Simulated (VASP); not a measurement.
W, 6 atoms in the cell. The cell holds a slab with vacuum, 6 atoms: a = 3.135 Å, b = 3.135 Å, c = 23.837 Å, α = 90.00°, β = 90.00°, γ = 90.00°. 

| Item | Value |
| --- | --- |
| Program | VASP 6.6.1 |
| Task | single point |
| Functional | LDA |
| Potentials or basis | VASP PAW LDA potentials, release 64 (W_sv) |
| Cutoff | 520 eV |
| k mesh | 13 × 13 × 1 |
| Occupations | fermi-dirac, width 0.08 eV |
| Spin | no spin polarisation |
| Dipole correction | yes |
| Further INCAR settings | ALGO = Normal; EDIFF = 1e-07; NBANDS = 51 |

Potentials or basis: VASP PAW LDA potentials, release 64 (W_sv).

Command:

```bash
$ cat potpaw_LDA.64/W_sv/POTCAR > POTCAR
$ mpirun -np 1 vasp_std > vasp.out
```

Hardware: 1 thread of Intel(R) Xeon(R) 6975P-C (Granite Rapids), with other jobs on the host.

Task: Estimate the wall time of this run.

Result: Wall time 4.4 min on 1 thread of Intel(R) Xeon(R) 6975P-C (Granite Rapids) (shared host), peak memory 0.38 GiB. Counts: scf iterations 29, k points 28.
